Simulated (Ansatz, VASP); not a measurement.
**Hf: VASP beside Ansatz**

```
Hf
1.0
     0.00000    2.22000    2.22000
     2.05350    0.00000    2.22000
     2.05350    2.22000    0.00000
Hf
1
Cartesian
  0.0000 0.0000 0.0000
```

Change from the starting cell: strain -0.0750 x Voigt [1, 0, 0, 0, 0, 0], atoms carried along.

Alike in both runs: task single point; functional LDA; k mesh 18 × 18 × 18; occupations gaussian, width 0.15 eV; no spin polarisation.

|  | VASP | Ansatz |
| --- | --- | --- |
| version | VASP 6.6.1 | Ansatz 0.2.0 |
| potentials or method | VASP PAW LDA potentials, release 64 (Hf_pv), cutoff 520 eV | scalar-relativistic, plane waves, PAW |
| valence electrons in the cell | 10 | 26 |

Ansatz gave:

| Property | Result |
| --- | --- |
| gap on the k mesh at the Fermi level (eV) | none |
| pressure (GPa) | 2.8 |
| traceless stress, the component that is largest in VASP (GPa) | 2.33 |

Task: Estimate VASP's values.

Result: gap on the k mesh at the Fermi level (eV): none; pressure (GPa): 2.8; traceless stress, the component that is largest in VASP (GPa): 2.35.

LDA's correlation is that of Perdew and Zunger in VASP and of Perdew and Wang (1992) in Ansatz. A gap of «none» marks a metal or a gap that the smearing closes. VASP's potentials hold 10 valence electrons a cell and Ansatz's 26, so a difference there can come from the potentials and not from the codes.

Neither program's run includes spin-orbit coupling.
